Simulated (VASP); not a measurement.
Crystal: TiSi2.

```
CELL_PARAMETERS angstrom
0.00000 4.11752 4.26290
2.38951 0.00000 4.26290
2.38951 4.11752 0.00000
ATOMIC_POSITIONS crystal
Ti 0.75000 0.75000 0.75000
Ti 0.50000 0.50000 0.50000
Si 0.41257 0.08743 0.41257
Si 0.08743 0.41257 0.08743
Si 0.16257 0.83743 0.16257
Si 0.83743 0.16257 0.83743
```

Base run:

| Item | Value |
| --- | --- |
| Program | VASP 6.6.1 |
| Functional | PBE |
| Potentials or basis | VASP PAW PBE potentials, release 64 (Ti_sv, Si) |
| Cutoff | 520 eV |
| k mesh | 7 × 7 × 7 |
| Occupations | fermi-dirac, width 0.05 eV |
| Spin | no spin polarisation |
| Hubbard terms | Ti d U = 5.0 eV |

Its results: band gap on the k mesh zero (band 20 reaches 11.33 eV, above the bottom of band 21 at 9.37 eV); pressure 8.2 GPa; largest force 0.148 eV/Å.

Problem. The run is repeated on the same cell with these changes: hubbard terms from Ti d U = 5.0 eV to Ti d U = 8.0 eV. What comes out?

Solution. Band gap on the k mesh zero (band 20 reaches 11.52 eV, above the bottom of band 21 at 9.53 eV); pressure 12.2 GPa; largest force 0.247 eV/Å.

Caveats: U without spin polarisation on a metal has little footing; the U is typed as a test and isn't derived for this compound.
